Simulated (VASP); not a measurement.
# Si (P6_3/mmc) in VASP: notebook, part 2 of 2

VASP 6.6.1. Earlier steps stand in the parts before.

### 3 Single point, r2SCAN

This run uses another cell than the first one, of 11.90 Å³/atom.

Contents of POSCAR:

```
Si
1.0
    2.5247035274      0.0000000000      0.0000000000
   -1.2623517637      2.1864573917      0.0000000000
    0.0000000000      0.0000000000      4.3101348567
Si
2
Direct
    0.3333333333      0.6666666667      0.2500000000
    0.6666666667      0.3333333333      0.7500000000
```

Contents of INCAR.step1:

```
ALGO = Normal ; EDIFF = 1E-4
ENCUT = 520 ; GGA = PE
ISMEAR = 1 ; LASPH = T
LCHARG = F ; LREAL = F
LWAVE = T ; NBANDS = 11
NELM = 80 ; PREC = Accurate
SIGMA = 0.05
```

Contents of INCAR.step2:

```
ALGO = Normal ; EDIFF = 1E-6
ENCUT = 520 ; ISIF = 2
ISMEAR = 1 ; ISTART = 1
LASPH = T ; LCHARG = F
LMIXTAU = T ; LREAL = F
LWAVE = F ; METAGGA = R2SCAN
NBANDS = 11 ; NELM = 80
PREC = Accurate ; SIGMA = 0.05
```

Contents of KPOINTS:

```
k-points
0
Gamma
  9 9 5
```

Potentials or basis: VASP PAW PBE potentials, release 64 (Si).

Started as:

```console
$ cat potpaw_PBE.64/Si/POTCAR > POTCAR
$ cp INCAR.step1 INCAR
$ mpirun -np 1 vasp_std > vasp.out
$ cp INCAR.step2 INCAR
$ mpirun -np 1 vasp_std > vasp.out
```

OUTCAR:

```text
EDIFF = 1E-6
   ENCUT = 520
   ISIF = 2
   ISMEAR = 1
   ISTART = 1
   LASPH = T
   LREAL = F
   METAGGA = R2SCAN
   NELM = 80
   PREC = Accurate

 ion  position               nearest neighbor table
   1  0.333  0.667  0.250-   2 2.60   2 2.60   2 2.60   2 2.60   2 2.60   2 2.60
   2  0.667  0.333  0.750-   1 2.60   1 2.60   1 2.60   1 2.60   1 2.60   1 2.60

  LATTYP: Found a hexagonal cell.
 ALAT       =     2.5247035274
 C/A-ratio  =     1.7071845506

  Lattice vectors:

 A1 = (   2.5247035274,   0.0000000000,   0.0000000000)
 A2 = (  -1.2623517637,   2.1864573917,   0.0000000000)
 A3 = (   0.0000000000,   0.0000000000,   4.3101348567)

Analysis of symmetry for initial positions (statically):
=====================================================================
 Subroutine PRICEL returns:
 Original cell was already a primitive cell.

 Routine SETGRP: Setting up the symmetry group for a
 hexagonal supercell.

 Subroutine GETGRP returns: Found 24 space group operations
 (whereof 12 operations were pure point group operations)
 out of a pool of 24 trial point group operations.

The static configuration has the point symmetry D_3d.
 The point group associated with its full space group is D_6h.

Analysis of symmetry for dynamics (positions and initial velocities):
=====================================================================
 Subroutine PRICEL returns:
 Original cell was already a primitive cell.

 Routine SETGRP: Setting up the symmetry group for a
 hexagonal supercell.

 Subroutine GETGRP returns: Found 24 space group operations
 (whereof 12 operations were pure point group operations)
 out of a pool of 24 trial point group operations.

The dynamic configuration has the point symmetry D_3d.
 The point group associated with its full space group is D_6h.

 Subroutine INISYM returns: Found 24 space group operations
[... 121 lines left out ...]
   LORBIT       =      0    0 simple, 1 ext, 2 COOP (PROOUT), +10 PAW based schemes
   METAGGA = R2SCAN    functional components
   LHFCALC =     F    Hartree Fock is set to
   AEXX    =    0.0000 exact exchange contribution
   IVDW    =     0    specifies the selected vdW correction
   LEPSILON=     F    determine dielectric tensor
   LRPA    =     F    only Hartree local field effects (RPA)
 non-spin polarized calculation
 Methfessel and Paxton  Order N= 1 SIGMA  =   0.05
  energy-cutoff  :      520.00
  volume of cell :       23.79
 maximum number of plane-waves:       653
 NGX is ok and might be reduce to    20
   NGX =  9   NGY =  9   NGZ = 17

 number of electron       8.0000001 magnetization

 Free energy of the ion-electron system (eV)
  ---------------------------------------------------
  ext. energy  EPLUGINS =         0.00000000
  ---------------------------------------------------
  free energy    TOTEN  =       -15.95909859 eV

  energy without entropy =      -15.95831389  energy(sigma->0) =      -15.95883702

 E-fermi :  12.8724     XC(G=0): -12.8384

 val. band max:       12.8697637548   @ k =   0.3333   0.1111   0.2000
 cond. band min:      12.9867886308   @ k =   0.2222   0.1111   0.4000
 fundamental gap:      0.1170248760
 Fermi energy:        12.8723903281

 k-point     1 :       0.0000    0.0000    0.0000
  band No.  band energies     occupation
      1      -4.3832      2.00000
      2       3.6392      2.00000
      3       3.8565      2.00000
      4      24.3713      0.00000
      5      24.3713      0.00000
      6      25.0032      0.00000
      7      25.0360      0.00000
      8      25.0360      0.00000
      9      26.3440      0.00000
     10      29.2199      0.00000
     11      30.3145      0.00000
[... 309 lines left out ...]
 k-point    24 :       0.3333    0.3333    0.2000
  band No.  band energies     occupation
      1       6.1977      2.00000
      2       6.1977      2.00000
      3       6.5883      2.00000
      4      11.0807      2.00000
      5      11.2670      2.00000
      6      11.2670      2.00000
      7      17.4235      0.00000
      8      17.4235      0.00000
      9      18.1801      0.00000
     10      30.3801      0.00000
     11      30.3801      0.00000

 [... further k-points ...]

------------------------ aborting loop because EDIFF is reached ----------------------------------------

  FORCE on cell =-STRESS in cart. coord.  units (eV):
  Direction    XX          YY          ZZ          XY          YZ          ZX
  --------------------------------------------------------------------------------------
  -------------------------------------------------------------------------------------
  Total        2.9722803      2.9722803      2.9841770      0.0000000      0.0000000      0.0000000
  in kB      200.1511468    200.1511468    200.9522597      0.0000000      0.0000000      0.0000000
  external PRESSURE =     200.4181844 kB  Pullay stress =       0.0000000 kB

 VOLUME and BASIS-vectors are now :
 -----------------------------------------------------------------------------
  energy-cutoff  :      520.00
  volume of cell :       23.79
      direct lattice vectors                 reciprocal lattice vectors
     2.524703527  0.000000000  0.000000000     0.396086110  0.228680422  0.000000000
    -1.262351764  2.186457392  0.000000000     0.000000000  0.457360845  0.000000000
     0.000000000  0.000000000  4.310134857     0.000000000  0.000000000  0.232011302

 POSITION                                       TOTAL-FORCE (eV/Angst)
 -----------------------------------------------------------------------------------
     -0.00000      1.45764      1.07753         0.000000     -0.000000      0.000000
      1.26235      0.72882      3.23260        -0.000000      0.000000      0.000000
 -----------------------------------------------------------------------------------
    total drift:                               -0.000000      0.000000     -0.000000

  FREE ENERGIE OF THE ION-ELECTRON SYSTEM (eV)
  ---------------------------------------------------
  free  energy   TOTEN  =       -15.9590985923 eV

  energy  without entropy=      -15.9583138887  energy(sigma->0) =      -15.95883702
```

It took 24 s on 1 thread of Intel Xeon Platinum 8259CL at 2.50GHz (Skylake/Cascade Lake), shared host; peak memory 0.13 GiB.

What came out:

```yaml
Free_energy: -15.9591 eV
Pressure: 20.0 GPa
Band_gap_on_the_k_mesh: zero (bands 4 and 5 overlap by 15.00 eV)
```

Levels at points of the mesh, in eV from the Fermi level:
| k point | band 1 | band 2 | band 3 | band 4 | band 5 | band 6 | band 7 | band 8 |
| --- | --- | --- | --- | --- | --- | --- | --- | --- |
| (0.00, 0.00, 0.00) | -17.26 | -9.23 | -9.02 | 11.50 | 11.50 | 12.13 | 12.16 | 12.16 |

Caveat: the cell stands under pressure; the PAW data sets were made with another functional, which shifts forces and pressure a little.

### 4 Single point, r2SCAN

This run uses another cell than the first one, of 12.57 Å³/atom.

Contents of POSCAR:

```
Si
1.0
    2.6073914229      0.0000000000      0.0000000000
   -1.3036957114      2.2580672098      0.0000000000
    0.0000000000      0.0000000000      4.2705262257
Si
2
Direct
    0.3333333333      0.6666666667      0.2500000000
    0.6666666667      0.3333333333      0.7500000000
```

Contents of INCAR.step1:

```
SYSTEM = Si
PREC = Accurate ; ENCUT = 520
ISMEAR = 1 ; SIGMA = 0.05
LREAL = .False. ; LASPH = .True.
NELM = 100 ; NBANDS = 11
GGA = PE ; ALGO = Normal
EDIFF = 1E-4 ; LWAVE = .True.
LCHARG = .False.
```

Contents of INCAR.step2:

```
SYSTEM = Si
PREC = Accurate ; ENCUT = 520
EDIFF = 1E-7 ; ISMEAR = 1
SIGMA = 0.05 ; LREAL = .False.
LASPH = .True. ; NELM = 100
ALGO = Normal ; ISIF = 2
LWAVE = .False. ; LCHARG = .False.
METAGGA = R2SCAN ; LMIXTAU = .True.
NBANDS = 11 ; ISTART = 1
```

Contents of KPOINTS:

```
regular mesh
0
Gamma
  9 9 5
  0 0 0
```

Started as:

```console
$ cat potpaw_PBE.64/Si/POTCAR > POTCAR
$ cp INCAR.step1 INCAR
$ mpirun -np 1 vasp_std > vasp.out
$ cp INCAR.step2 INCAR
$ mpirun -np 1 vasp_std > vasp.out
```

Wall time 27 s (1 thread of Intel Xeon Platinum 8259CL at 2.50GHz (Skylake/Cascade Lake), shared host); peak memory 0.13 GiB.

It converged, with:

- Free energy: -16.0653 eV
- Pressure: 10.0 GPa
- Band gap on the k mesh: zero (bands 4 and 5 overlap by 13.90 eV)

Levels at points of the mesh, in eV from the Fermi level:
```tsv
k point	band 1	band 2	band 3	band 4	band 5	band 6	band 7	band 8
(0.00, 0.00, 0.00)	-16.85	-8.55	-8.55	9.93	9.93	11.01	11.01	12.59
```

Caveat: the cell stands under pressure; the PAW data sets were made with another functional, which shifts forces and pressure a little.

### 5 Single point, r2SCAN

This run uses another cell than the first one, of 13.76 Å³/atom.

Contents of POSCAR:

```
Si
1.0
    2.6973714465      0.0000000000      0.0000000000
   -1.3486857233      2.3359921961      0.0000000000
    0.0000000000      0.0000000000      4.3685994758
Si
2
Direct
    0.3333333333      0.6666666667      0.2500000000
    0.6666666667      0.3333333333      0.7500000000
```

Contents of INCAR.step1:

```
PREC = Accurate ; ENCUT = 520
ISMEAR = 1 ; SIGMA = 0.05
LREAL = False ; LASPH = True
NELM = 80 ; NBANDS = 11
GGA = PE ; ALGO = Normal
EDIFF = 1E-4 ; LWAVE = True
LCHARG = False
```

Contents of INCAR.step2:

```
PREC = Accurate ; ENCUT = 520
EDIFF = 1E-6 ; ISMEAR = 1
SIGMA = 0.05 ; LREAL = False
LASPH = True ; NELM = 80
ALGO = Normal ; ISIF = 2
LWAVE = False ; LCHARG = False
METAGGA = R2SCAN ; LMIXTAU = True
NBANDS = 11 ; ISTART = 1
```

Contents of KPOINTS:

```
regular mesh
0
Gamma
  9 9 5
```

Started as:

```console
$ cat potpaw_PBE.64/Si/POTCAR > POTCAR
$ cp INCAR.step1 INCAR
$ mpirun -np 1 vasp_std > vasp.out
$ cp INCAR.step2 INCAR
$ mpirun -np 1 vasp_std > vasp.out
```

It took 22 s on 1 thread of Intel Xeon Platinum 8259CL at 2.50GHz (Skylake/Cascade Lake), shared host; peak memory 0.13 GiB.

It converged, with:

```yaml
Free_energy: -16.1405 eV
Pressure: 0.0 GPa
Band_gap_on_the_k_mesh: zero (bands 4 and 5 overlap by 12.98 eV)
```

Stress tensor (GPa, compression positive):
```
-0.05  0.00  0.00
 0.00 -0.05  0.00
 0.00  0.00  0.03
```

Levels at points of the mesh, in eV from the Fermi level:
```csv
k point,band 1,band 2,band 3,band 4,band 5,band 6,band 7,band 8
"(0.00, 0.00, 0.00)",-16.05,-8.22,-7.95,8.79,8.79,10.19,10.19,12.30
```

Caveat: the PAW data sets were made with another functional, which shifts forces and pressure a little.

### 6 Summary

| cell | gap on the mesh (eV) | pressure (GPa) |
| --- | --- | --- |
| a = 2.488, b = 2.488, c = 4.240 Å, angles 90.0, 90.0, 120.0°, 2 atoms | none | 29.9 |
| a = 2.525, b = 2.525, c = 4.310 Å, angles 90.0, 90.0, 120.0°, 2 atoms | none | 20.0 |
| a = 2.607, b = 2.607, c = 4.271 Å, angles 90.0, 90.0, 120.0°, 2 atoms | none | 10.0 |
| a = 2.697, b = 2.697, c = 4.369 Å, angles 90.0, 90.0, 120.0°, 2 atoms | none | 0.0 |

Alike in all rows: task single point; level r2SCAN; potentials or basis VASP PAW PBE potentials, release 64 (Si); no spin polarisation; k mesh 9 × 9 × 5; cutoff (eV) 520; smearing methfessel-paxton 0.05 eV.

Caveats: the PAW data sets were made with another functional, which shifts forces and pressure a little; the cell stands under pressure (at least some runs).

Total energies depend on the potentials used, so only differences within one code and one set of settings carry meaning.

The gap in the log of VASP goes by the Fermi energy; the results here count the filled bands.